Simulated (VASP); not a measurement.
Write the native input for VASP 6.6.1 that does the following.

```
Task                   : single point
Functional             : PBE
Dispersion             : D3(BJ)
Potentials or basis    : VASP PAW PBE potentials, release 64 (Pd, Sb, Cs_sv, Br)
Cutoff                 : 520 eV
k mesh                 : 3 × 3 × 3
Occupations            : gaussian, width 0.025 eV
Spin                   : no spin polarisation
Dipole correction      : no
Further INCAR settings : ALGO = Normal; EDIFF = 1e-06; NBANDS = 43
```

The structure of Cs2Sb2PdBr4 lies in POSCAR:

```
Cs2Sb2PdBr4
1.0
   -4.1292150000      4.1292150000      4.4189540000
    4.1292150000     -4.1292150000      4.4189540000
    4.1292150000      4.1292150000     -4.4189540000
Pd Sb Cs Br
1 2 2 4
Direct
    0.0000000000      0.0000000000      0.0000000000
    0.3481500000      0.3481500000      0.0000000000
    0.6518500000      0.6518500000      0.0000000000
    0.7500000000      0.2500000000      0.5000000000
    0.2500000000      0.7500000000      0.5000000000
    0.2035600000      0.2035600000      0.4071200000
    0.2035600000      0.7964400000      0.0000000000
    0.7964400000      0.7964400000      0.5928800000
    0.7964400000      0.2035600000      0.0000000000
```

The input as run:

INCAR

```
SYSTEM = Cs2Sb2PdBr4
  PREC = Accurate
  ENCUT = 520
  EDIFF = 1E-6
  ISMEAR = 0
  SIGMA = 0.025
  LREAL = .False.
  LASPH = .True.
  NELM = 60
  ALGO = Normal
  ISIF = 2
  LWAVE = .False.
  LCHARG = .False.
  GGA = PE
  IVDW = 12
  NBANDS = 43
```

KPOINTS

```
regular mesh
0
Gamma
  3 3 3
  0 0 0
```

Potentials or basis: VASP PAW PBE potentials, release 64 (Pd, Sb, Cs_sv, Br).

The run is started by

```bash
$ cat potpaw_PBE.64/Pd/POTCAR potpaw_PBE.64/Sb/POTCAR potpaw_PBE.64/Cs_sv/POTCAR potpaw_PBE.64/Br/POTCAR > POTCAR
$ mpirun -np 1 vasp_std > vasp.out
```

It gave:

| Quantity | Value |
| --- | --- |
| Pressure | 2.7 GPa |
| Largest force | 1.483 eV/Å |
| Band gap on the k mesh | 0.18 eV, indirect (least direct gap 0.28 eV) |
| Dispersion energy per atom | -0.289 eV |

Caveat: spin-orbit coupling is left out, which moves the levels of the heavy elements; forces of over 1 eV/Å act on the atoms, so gaps and moduli don't describe the material at rest.

It took 62 s on 1 thread of AMD EPYC 9R45 96-Core Processor (Zen 5) (shared host), peak memory 0.41 GiB.
